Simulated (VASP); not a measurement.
# Te2Mo in VASP: further runs

Runs on Te2Mo. Level: LDA. Tasks: single point.

Everything below comes from runs of VASP 6.6.1. Logs are shortened: lines on timing, memory, paths and dates and some standing lists are left out, and cuts for length are marked.

### 1 The cell of the first run

The cell holds a slab with vacuum, 9 atoms: a = 3.297 Å, b = 3.297 Å, c = 31.717 Å, α = 90.00°, β = 90.00°, γ = 120.00°.

### 2 Single point, LDA (strain -0.050 along x and y, +0.050 along z)

File INCAR:

```
SYSTEM = Te2Mo
ALGO = Normal ; EDIFF = 1E-7
ENCUT = 520 ; GGA = CA
ISIF = 2 ; ISMEAR = 0
LASPH = .TRUE. ; LCHARG = .FALSE.
LREAL = .FALSE. ; LWAVE = .FALSE.
NBANDS = 49 ; NELM = 100
PREC = Accurate ; SIGMA = 0.05
```

File KPOINTS:

```
k-points
0
G
  12 12 1
  0 0 0
```

File POSCAR:

```
Te2Mo
1.0
    3.2974466498      0.0000000000      0.0000000000
   -1.6487233249      2.8556725664      0.0000000000
    0.0000000000      0.0000000000     31.7168630691
Te Mo
6 3
Direct
    0.0000000000      0.0000000000      0.9405159683
    0.3333333333      0.6666666667      0.7128929968
    0.3333333333      0.6666666667      0.1682534351
    0.3333333333      0.6666666667      0.8317465649
    0.3333333333      0.6666666667      0.2871070032
    0.0000000000      0.0000000000      0.0594840317
    0.0000000000      0.0000000000      0.7722229666
    0.0000000000      0.0000000000      0.2277770334
    0.3333333333      0.6666666667      0.0000000000
```

Potentials or basis: VASP PAW LDA potentials, release 64 (Te, Mo_sv).

Command:

```sh
$ cat potpaw_LDA.64/Te/POTCAR potpaw_LDA.64/Mo_sv/POTCAR > POTCAR
$ mpirun -np 1 vasp_std > vasp.out
```

OUTCAR:

```text
SYSTEM = Te2Mo
   EDIFF = 1E-7
   ENCUT = 520
   GGA = CA
   ISIF = 2
   ISMEAR = 0
   LASPH = .TRUE.
   LREAL = .FALSE.
   NELM = 100
   PREC = Accurate

 ion  position               nearest neighbor table
   1  0.000  0.000  0.941-   9 2.68   9 2.68   9 2.68
   2  0.333  0.667  0.713-   7 2.68   7 2.68   7 2.68
   3  0.333  0.667  0.168-   8 2.68   8 2.68   8 2.68
   4  0.333  0.667  0.832-   7 2.68   7 2.68   7 2.68
   5  0.333  0.667  0.287-   8 2.68   8 2.68   8 2.68
   6  0.000  0.000  0.059-   9 2.68   9 2.68   9 2.68
   7  0.000  0.000  0.772-   2 2.68   2 2.68   2 2.68   4 2.68   4 2.68   4 2.68
   8  0.000  0.000  0.228-   5 2.68   5 2.68   5 2.68   3 2.68   3 2.68   3 2.68
   9  0.333  0.667  0.000-   1 2.68   6 2.68   1 2.68   6 2.68   1 2.68   6 2.68

  LATTYP: Found a hexagonal cell.
 ALAT       =     3.2974466498
 C/A-ratio  =     9.6186129565

  Lattice vectors:

 A1 = (   3.2974466498,   0.0000000000,   0.0000000000)
 A2 = (  -1.6487233249,   2.8556725664,   0.0000000000)
 A3 = (   0.0000000000,   0.0000000000,  31.7168630691)

Analysis of symmetry for initial positions (statically):
=====================================================================
 Subroutine PRICEL returns:
 Original cell was already a primitive cell.

 Routine SETGRP: Setting up the symmetry group for a
 hexagonal supercell.

 Subroutine GETGRP returns: Found 12 space group operations
 (whereof 12 operations were pure point group operations)
 out of a pool of 24 trial point group operations.

The static configuration has the point symmetry D_3h.

Analysis of symmetry for dynamics (positions and initial velocities):
=====================================================================
 Subroutine PRICEL returns:
 Original cell was already a primitive cell.

 Routine SETGRP: Setting up the symmetry group for a
 hexagonal supercell.

 Subroutine GETGRP returns: Found 12 space group operations
 (whereof 12 operations were pure point group operations)
 out of a pool of 24 trial point group operations.

The dynamic configuration has the point symmetry D_3h.

 Subroutine INISYM returns: Found 12 space group operations
[... 104 lines left out ...]
   NELM   =    100;   NELMIN=  2; NELMDL= -5     # of ELM steps
   EDIFF  = 0.1E-06   stopping-criterion for ELM
   LREAL  =      F    real-space projection
   EDIFFG = 0.1E-05   stopping-criterion for IOM
   NSW    =      0    number of steps for IOM
   IBRION =     -1    ionic relax: 0-MD 1-quasi-New 2-CG
   NFREE  =      0    steps in history (QN), initial steepest desc. (CG)
   ISIF   =      2    stress and relaxation
   ISYM   =      2    0-nonsym 1-usesym 2-fastsym
   POTIM  = 0.5000    time-step for ionic-motion
   TEBEG  =    0.0;   TEEND  =   0.0 temperature during run
   PSTRESS=    0.0 pullay stress
   NELECT =      78.0000    total number of electrons
   NUPDOWN=      -1.0000    fix difference up-down
   EMIN   =  10.00;   EMAX   =-10.00  energy-range for DOS
   EFERMI =   0.00;   METHOD = LEGACY
   ISMEAR =     0;   SIGMA  =   0.05  broadening in eV -4-tet -1-fermi 0-gaus
   EFERMI_NEDOS =   21; number of points for ismear=-14 and -15
   IALGO  =     38    algorithm
   IMIX   =      4    mixing-type and parameters
     AMIX     =   0.40;   BMIX     =  1.00
     AMIX_MAG =   1.60;   BMIX_MAG =  1.00
  volume/ion in A,a.u.               =      33.18       223.94
  Fermi-wavevector in a.u.,A,eV,Ry     =   1.046440  1.977484 14.898871  1.095036
  Thomas-Fermi vector in A             =   2.181278
   LORBIT       =      0    0 simple, 1 ext, 2 COOP (PROOUT), +10 PAW based schemes
   GGA     = CA    functional components
   LHFCALC =     F    Hartree Fock is set to
   AEXX    =    0.0000 exact exchange contribution
   IVDW    =     0    specifies the selected vdW correction
   LEPSILON=     F    determine dielectric tensor
   LRPA    =     F    only Hartree local field effects (RPA)
 non-spin polarized calculation
 Gauss-broadening in eV      SIGMA  =   0.05
  energy-cutoff  :      520.00
  volume of cell :      298.66
 maximum number of plane-waves:      8106
 NGX is ok and might be reduce to    28
   NGX = 13   NGY = 13   NGZ =117

 number of electron      78.0000004 magnetization

 Free energy of the ion-electron system (eV)
  ---------------------------------------------------
  ext. energy  EPLUGINS =         0.00000000
  ---------------------------------------------------
  free energy    TOTEN  =       -61.07948385 eV

  energy without entropy =      -61.07948383  energy(sigma->0) =      -61.07948384

 E-fermi :   5.3195     XC(G=0):  -7.9457

 val. band max:        5.1529551748   @ k =   0.5000   0.0000   0.0000
 cond. band min:       5.4957641451   @ k =   0.2500   0.1667   0.0000
 fundamental gap:      0.3428089703
 Fermi energy:         5.3195010834

 k-point     1 :       0.0000    0.0000    0.0000
  band No.  band energies     occupation
      1     -55.4122      2.00000
      2     -55.4116      2.00000
      3     -55.4116      2.00000
      4     -29.9138      2.00000
      5     -29.9138      2.00000
      6     -29.9125      2.00000
[... 977 lines left out ...]
     48       7.6419      0.00000
     49       9.0337      0.00000

------------------------ aborting loop because EDIFF is reached ----------------------------------------

  FORCE on cell =-STRESS in cart. coord.  units (eV):
  Direction    XX          YY          ZZ          XY          YZ          ZX
  --------------------------------------------------------------------------------------
  -------------------------------------------------------------------------------------
  Total       11.9322645     11.9322645     -2.6832727      0.0000000     -0.0000000      0.0000000
  in kB       64.0113579     64.0113579    -14.3945793      0.0000000     -0.0000000      0.0000000
  external PRESSURE =      37.8760455 kB  Pullay stress =       0.0000000 kB

 VOLUME and BASIS-vectors are now :
 -----------------------------------------------------------------------------
  energy-cutoff  :      520.00
  volume of cell :      298.66
      direct lattice vectors                 reciprocal lattice vectors
     3.297446650  0.000000000  0.000000000     0.303264952  0.175090102  0.000000000
    -1.648723325  2.855672566  0.000000000     0.000000000  0.350180203  0.000000000
     0.000000000  0.000000000 31.716863069     0.000000000  0.000000000  0.031528969

 POSITION                                       TOTAL-FORCE (eV/Angst)
 -----------------------------------------------------------------------------------
      0.00000      0.00000     29.83022        -0.000000     -0.000000      0.166401
     -0.00000      1.90378     22.61073        -0.000000      0.000000      0.200281
     -0.00000      1.90378      5.33647        -0.000000      0.000000      0.165237
     -0.00000      1.90378     26.38039        -0.000000      0.000000     -0.165237
     -0.00000      1.90378      9.10613        -0.000000      0.000000     -0.200281
      0.00000      0.00000      1.88665        -0.000000     -0.000000     -0.166401
      0.00000      0.00000     24.49249        -0.000000      0.000000      0.008746
      0.00000      0.00000      7.22437        -0.000000      0.000000     -0.008746
     -0.00000      1.90378      0.00000         0.000000     -0.000000      0.000000
 -----------------------------------------------------------------------------------
    total drift:                                0.000001     -0.000000     -0.000000

  FREE ENERGIE OF THE ION-ELECTRON SYSTEM (eV)
  ---------------------------------------------------
  free  energy   TOTEN  =       -61.0794838494 eV

  energy  without entropy=      -61.0794838310  energy(sigma->0) =      -61.07948384
```

Wall time 13 min (1 thread of Oxide Virtual Turin-like, shared host); peak memory 0.43 GiB.

Results:

- Free energy: -61.0795 eV
- Largest force: 0.200 eV/Å
- Band gap on the k mesh: 0.34 eV (least direct gap 0.94 eV)

Forces on the atoms (eV/Å):
```
Te   0.000  0.000  0.166
Te   0.000  0.000  0.200
Te   0.000  0.000  0.165
Te   0.000  0.000 -0.165
Te   0.000  0.000 -0.200
Te   0.000  0.000 -0.166
Mo   0.000  0.000  0.009
Mo   0.000  0.000 -0.009
Mo   0.000  0.000  0.000
```

Levels at points of the mesh, in eV from the valence-band top:
```tsv
k point	band 37	band 38	band 39	band 40	band 41	band 42
(0.00, 0.00, 0.00)	-0.85	-0.84	-0.84	3.49	3.49	3.53
(0.50, 0.00, 0.00)	-0.20	-0.10	0.00	1.26	1.45	1.66
```

Caveat: the cell differs from its parent crystal (strain -0.050 along x and y, +0.050 along z); there is no dipole correction, which matters where the two faces differ; semilocal functionals underestimate gaps, and a narrow one can read as zero; spin-orbit coupling is left out, which moves the levels of the heavy elements.

### 3 Single point, LDA (strain +0.000 along x and y, -0.050 along z)

File INCAR:

```
PREC = Accurate
ENCUT = 520
EDIFF = 1E-7
ISMEAR = 0
SIGMA = 0.05
LREAL = False
LASPH = True
NELM = 60
ALGO = Normal
ISIF = 2
LWAVE = False
LCHARG = False
NBANDS = 49
```

File KPOINTS:

```
Automatic mesh
0
Gamma
  12 12 1
```

Edit POSCAR of step 2 so:

```diff
@@ -2,5 +2,5 @@
 1.0
-    3.2974466498      0.0000000000      0.0000000000
-   -1.6487233249      2.8556725664      0.0000000000
-    0.0000000000      0.0000000000     31.7168630691
+    3.4709964735      0.0000000000      0.0000000000
+   -1.7354982368      3.0059711225      0.0000000000
+    0.0000000000      0.0000000000     28.6962094435
 Te Mo
```

Potentials or basis: VASP PAW LDA potentials, release 64 (Te, Mo_sv).

Command:

```sh
$ cat potpaw_LDA.64/Te/POTCAR potpaw_LDA.64/Mo_sv/POTCAR > POTCAR
$ mpirun -np 1 vasp_std > vasp.out
```

Wall time 14 min (1 thread of Oxide Virtual Turin-like, shared host); peak memory 0.41 GiB.

Results (log left out):

```
Free energy            : -61.2986 eV
Largest force          : 1.548 eV/Å
Band gap on the k mesh : 0.35 eV (least direct gap 1.02 eV)
```

Forces on the atoms (eV/Å):
```
Te   0.000  0.000 -1.410
Te   0.000  0.000 -1.548
Te   0.000  0.000 -1.410
Te   0.000  0.000  1.410
Te   0.000  0.000  1.548
Te   0.000  0.000  1.410
Mo   0.000  0.000 -0.010
Mo   0.000  0.000  0.010
Mo   0.000  0.000  0.000
```

Levels at points of the mesh, in eV from the valence-band top:
| k point | band 36 | band 37 | band 38 | band 39 | band 40 | band 41 | band 42 | band 43 |
| --- | --- | --- | --- | --- | --- | --- | --- | --- |
| (0.00, 0.00, 0.00) | -1.41 | -1.23 | -0.01 | 0.00 | 2.62 | 2.62 | 2.70 | 2.70 |
| (0.50, 0.00, 0.00) | -1.46 | -1.21 | -1.03 | -0.90 | 0.75 | 0.80 | 0.83 | 1.11 |

Caveat: the cell differs from its parent crystal (strain +0.000 along x and y, -0.050 along z); there is no dipole correction, which matters where the two faces differ; semilocal functionals underestimate gaps, and a narrow one can read as zero; spin-orbit coupling is left out, which moves the levels of the heavy elements.

[end of part 1 of 2]
